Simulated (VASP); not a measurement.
Write the native input for VASP 6.6.1 that does the following.

* Task: single point
* Functional: PBE
* Potentials or basis: VASP PAW PBE potentials, release 64 (Ru_pv)
* Cutoff: 520 eV
* k mesh: 11 × 11 × 6
* Occupations: gaussian, width 0.013 eV
* Spin: no spin polarisation
* Dipole correction: no
* Further INCAR settings: ALGO = Normal; EDIFF = 1e-06; NBANDS = 21

The structure of Ru lies in POSCAR:

```
Ru
1.0
    2.7058000000      0.0000000000      0.0000000000
   -1.3529000000      2.3432915376      0.0000000000
    0.0000000000      0.0000000000      4.2819000000
Ru
2
Direct
    0.6666666667      0.3333333333      0.7500000000
    0.3333333333      0.6666666667      0.2500000000
```

One way to write it, as run:

INCAR

```
SYSTEM = Ru
PREC = Accurate
ENCUT = 520
EDIFF = 1E-6
ISMEAR = 0
SIGMA = 0.013000000000000001
LREAL = .False.
LASPH = .True.
NELM = 80
ALGO = Normal
ISIF = 2
LWAVE = .False.
LCHARG = .False.
GGA = PE
NBANDS = 21
```

KPOINTS

```
regular mesh
0
Gamma
  11 11 6
  0 0 0
```

Potentials or basis: VASP PAW PBE potentials, release 64 (Ru_pv).

Run with:

```console
$ cat potpaw_PBE.64/Ru_pv/POTCAR > POTCAR
$ mpirun -np 1 vasp_std > vasp.out
```

Results of the run:

```json
{
 "Pressure": "4.4 GPa",
 "Band gap on the k mesh": "zero (bands 14 and 15 overlap by 3.07 eV)"
}
```

Caveat: the cell stands under pressure.

It took 40 s on 1 thread of Intel Xeon 8259CL, on a shared host, peak memory 0.15 GiB.
